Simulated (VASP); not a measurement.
A run of VASP 6.6.1 is set up as follows.

The input INCAR:

```
ALGO = Normal
EDIFF = 1E-8
ENCUT = 520
GGA = PE
ISIF = 2
ISMEAR = 0
LASPH = T
LCHARG = F
LEPSILON = T
LREAL = F
LWAVE = F
NELM = 60
PREC = Accurate
SIGMA = 0.01
```

The input KPOINTS:

```
k-points
0
Gamma
  7 7 7
```

The input POSCAR:

```
KI
1.0
    0.0000000000      3.5327750000      3.5327750000
    3.5327750000      0.0000000000      3.5327750000
    3.5327750000      3.5327750000      0.0000000000
K I
1 1
Direct
    0.0000000000      0.0000000000      0.0000000000
    0.5000000000      0.5000000000      0.5000000000
```

Potentials or basis: VASP PAW PBE potentials, release 64 (K_sv, I).

The run is started by

```console
$ cat potpaw_PBE.64/K_sv/POTCAR potpaw_PBE.64/I/POTCAR > POTCAR
$ mpirun -np 1 vasp_std > vasp.out
```

Task: What does it give for the electronic dielectric tensor (diagonal)?

Result: 2.87.

Task: Predict the Born charges (mean of the diagonal).

Result: K +1.14; I -1.14 e.

Task: What does it give for the band gap on the k mesh?

Result: 3.96 eV.

Electronic dielectric tensor:
```
2.87 0.00 0.00
0.00 2.87 0.00
0.00 0.00 2.87
```

Caveat: spin-orbit coupling is left out, which moves the levels of the heavy elements; an odd mesh through Γ misses points on the zone boundary, where band edges can lie.
